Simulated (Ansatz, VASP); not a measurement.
## Rb2HfP6 in VASP and in Ansatz

POSCAR

```
Rb2HfP6
1.0
    0.0000000000      4.8178160000      4.8178160000
    4.8178160000      0.0000000000      4.8178160000
    4.8178160000      4.8178160000      0.0000000000
P Hf Rb
6 1 2
Direct
    0.7563000000      0.2437000000      0.2437000000
    0.2437000000      0.7563000000      0.2437000000
    0.2437000000      0.7563000000      0.7563000000
    0.7563000000      0.2437000000      0.7563000000
    0.2437000000      0.2437000000      0.7563000000
    0.7563000000      0.7563000000      0.2437000000
    0.0000000000      0.0000000000      0.0000000000
    0.2500000000      0.2500000000      0.2500000000
    0.7500000000      0.7500000000      0.7500000000
```

INCAR.step1

```
SYSTEM = Rb2HfP6
PREC = Accurate
ENCUT = 520
ISMEAR = -1
SIGMA = 0.1
LREAL = .False.
LASPH = .True.
NELM = 60
NBANDS = 39
GGA = PE
ALGO = Normal
EDIFF = 1E-4
LWAVE = .True.
LCHARG = .False.
```

Contents of INCAR.step2:

```
SYSTEM = Rb2HfP6
PREC = Accurate
ENCUT = 520
EDIFF = 1E-6
ISMEAR = -1
SIGMA = 0.1
LREAL = .False.
LASPH = .True.
NELM = 60
ALGO = Normal
ISIF = 2
LWAVE = .False.
LCHARG = .False.
METAGGA = R2SCAN
LMIXTAU = .True.
NBANDS = 39
ISTART = 1
```

KPOINTS

```
Automatic mesh
0
Gamma
  3 3 3
  0 0 0
```

Input for Ansatz:

```yaml
crystal:
  lattice:
    - [0.0, 4.817816, 4.817816]
    - [4.817816, 0.0, 4.817816]
    - [4.817816, 4.817816, 0.0]
  atoms:
    - { symbol: P, position: [0.7563, 0.2437, 0.2437] }
    - { symbol: P, position: [0.2437, 0.7563, 0.2437] }
    - { symbol: P, position: [0.2437, 0.7563, 0.7563] }
    - { symbol: P, position: [0.7563, 0.2437, 0.7563] }
    - { symbol: P, position: [0.2437, 0.2437, 0.7563] }
    - { symbol: P, position: [0.7563, 0.7563, 0.2437] }
    - { symbol: Hf, position: [0.0, 0.0, 0.0] }
    - { symbol: Rb, position: [0.25, 0.25, 0.25] }
    - { symbol: Rb, position: [0.75, 0.75, 0.75] }
  symmetry: { tolerance: 0.0003 }
kpoints:
  mp_grid: { grid: [3, 3, 3], shift: [0, 0, 0] }
magnetization:
  spin_polarized: false
scf:
  occupations: { method: fermi_dirac }
hamiltonian:
  pseudopotentials: { kind: paw }
  xc: r2scan
basis:
  ecutwfc: 500
output:
  forces: true
  stress: true
  eigenvalues: true
```

Alike in both runs: task single point; functional r2SCAN; k mesh 3 × 3 × 3; no spin polarisation.

```csv
,VASP,Ansatz
version,VASP 6.6.1,Ansatz 0.2.0
potentials or method,"VASP PAW PBE potentials, release 64 (P, Hf_pv, Rb_sv), cutoff 520 eV",PAW plane waves
occupations,"fermi-dirac, width 0.1 eV",fermi-dirac
valence electrons in the cell,58,74
```

VASP gave:

```
gap on the k mesh at the Fermi level (eV) : none
pressure (GPa)                            : 5.0
rms of the force components (eV/Å)        : 0.902
```

**Question.** Which values does Ansatz return?

**Answer.** gap on the k mesh at the Fermi level (eV): none; pressure (GPa): 4.8; rms of the force components (eV/Å): 0.866.

VASP's potentials were made for PBE, not for r2SCAN. Atom by atom the forces differ by 0.036 eV/Å (rms over components). A gap of «none» marks a metal or a gap that the smearing closes. VASP's potentials hold 58 valence electrons a cell and Ansatz's 74, so a difference there can come from the potentials and not from the codes.

The k mesh is coarse, so the values compare programs but aren't converged. Neither program's run includes spin-orbit coupling.
